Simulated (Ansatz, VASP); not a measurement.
This is a calculation of Ag for Ansatz 0.2.0.

The input input.yaml:

```yaml
crystal:
  lattice:
    - [0.0, 2.05627854, 2.05627854]
    - [2.05627854, 0.0, 2.05627854]
    - [2.05627854, 2.05627854, 0.0]
  atoms:
    - { symbol: Ag, position: [0.0, 0.0, 0.0] }
hamiltonian:
  xc: revpbe
  pseudopotentials: { kind: paw }
kpoints:
  mp_grid: { grid: [11, 11, 11] }
scf:
  occupations: { method: fermi_dirac, width: 0.05 }
output:
  forces: true
  stress: true
  eigenvalues: true
```

Potentials or basis: Ansatz PAW.

Launch:

```bash
$ ansatz run input.yaml --threads 2 --pin off --max-ram 5120MiB --backend cpu --events-out ev --progress --plain --runs-dir out
```

Problem. Set up the same calculation for VASP 6.6.1. Potentials there: VASP PAW PBE potentials, release 64 (Ag).

Solution. As run (the cutoff follows the program's own potentials):

INCAR

```
SYSTEM = Ag
  PREC = Accurate
  ENCUT = 520
  EDIFF = 1E-7
  ISMEAR = -1
  SIGMA = 0.05
  LREAL = .False.
  LASPH = .True.
  NELM = 100
  ALGO = Normal
  ISIF = 2
  LWAVE = .False.
  LCHARG = .True.
  GGA = RE
  LELF = .True.
  LVHAR = .True.
  NBANDS = 12
```

File KPOINTS:

```
regular mesh
0
Gamma
  11 11 11
  0 0 0
```

Contents of POSCAR:

```
Ag
1.0
    0.0000000000      2.0562785400      2.0562785400
    2.0562785400      0.0000000000      2.0562785400
    2.0562785400      2.0562785400      0.0000000000
Ag
1
Direct
    0.0000000000      0.0000000000      0.0000000000
```

Potentials or basis: VASP PAW PBE potentials, release 64 (Ag).

Run with:

```sh
$ cat potpaw_PBE.64/Ag/POTCAR > POTCAR
$ mpirun -np 1 vasp_std > vasp.out
```

Both were run:

|  | VASP | Ansatz | Ansatz less VASP |
| --- | --- | --- | --- |
| gap on the k mesh at the Fermi level (eV) | none | none | - |
| pressure (GPa) | 5.0 | 5.1 | +0.11 |

VASP's potentials were made for PBE, not for revPBE. A gap of «none» marks a metal or a gap that the smearing closes. VASP's potentials hold 11 valence electrons a cell and Ansatz's 19, so a difference there can come from the potentials and not from the codes.
